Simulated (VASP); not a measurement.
Hf3SiMo, 5 atoms in the cell. It takes space group Pm-3m (No. 221, cubic). Conventional cell: a = 4.943 Å, b = 4.943 Å, c = 4.943 Å, α = 90.00°, β = 90.00°, γ = 90.00°. Hf (site symmetry 4/mmm) has 2 Mo at 2.47 Å within 3.3 Å. Si (site symmetry m-3m) has 12 Hf at 3.50 Å and 8 Mo at 4.28 Å within 4.6 Å. Mo (site symmetry m-3m) has 6 Hf at 2.47 Å within 3.3 Å. The cell was built from a structure type or drawn by symmetry, and may not be a known phase.

```yaml
Program: VASP 6.6.1
Task: relaxation of cell and atoms
Functional: PBE
Potentials_or_basis: VASP PAW PBE potentials, release 64 (Hf_pv, Si, Mo_sv)
Cutoff: 600 eV
k_mesh: 8 × 8 × 8
Occupations: gaussian, width 0.1 eV
Spin: no spin polarisation
Dipole_correction: no
Further_INCAR_settings: ALGO = Fast; EDIFF = 1e-07; IBRION = 2; EDIFFG = -0.01; NSW = 100; ISIF = 3
```

Potentials or basis: VASP PAW PBE potentials, release 64 (Hf_pv, Si, Mo_sv).

Command:

```console
$ cat potpaw_PBE.64/Hf_pv/POTCAR potpaw_PBE.64/Si/POTCAR potpaw_PBE.64/Mo_sv/POTCAR > POTCAR
$ mpirun -np 1 vasp_std > vasp.out
```

Hardware: 1 thread of Intel(R) Xeon(R) 6975P-C (Granite Rapids), with other jobs on the host.

Problem. How long does it take, and how much memory?

Solution. It took 3.8 min on 1 thread of Intel(R) Xeon(R) 6975P-C (Granite Rapids) (shared host), peak memory 0.36 GiB. Counts: scf iterations 56, k points 35, ion steps 3.
